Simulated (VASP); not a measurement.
Input of a VASP 6.6.1 run:

File INCAR:

```
SYSTEM = ZrO2
  PREC = Accurate
  ENCUT = 520
  EDIFF = 1E-6
  ISMEAR = 0
  SIGMA = 0.02
  LREAL = .FALSE.
  LASPH = .TRUE.
  NELM = 100
  ALGO = Normal
  ISIF = 2
  LWAVE = .FALSE.
  LCHARG = .FALSE.
  GGA = PE
  NBANDS = 19
```

Contents of KPOINTS:

```
Automatic mesh
0
G
  8 8 8
  0 0 0
```

Contents of POSCAR:

```
ZrO2
1.0
    0.0000000000      2.5578981966      2.5578981966
    2.5578981966      0.0000000000      2.5578981966
    2.5578981966      2.5578981966      0.0000000000
Zr O
1 2
Direct
    0.0000000000      0.0000000000      0.0000000000
    0.2500000000      0.2500000000      0.2500000000
    0.7500000000      0.7500000000      0.7500000000
```

Potentials or basis: VASP PAW PBE potentials, release 64 (Zr_sv, O).

Command:

```bash
$ cat potpaw_PBE.64/Zr_sv/POTCAR potpaw_PBE.64/O/POTCAR > POTCAR
$ mpirun -np 1 vasp_std > vasp.out
```

**Question.** Estimate the band gap on the k mesh.

**Answer.** 3.31 eV, indirect (least direct gap 3.74 eV).

**Question.** Estimate the pressure.

**Answer.** 0.3 GPa.

A k mesh can miss the band edges. PBE gaps usually lie below the measured ones, often by a third to a half.
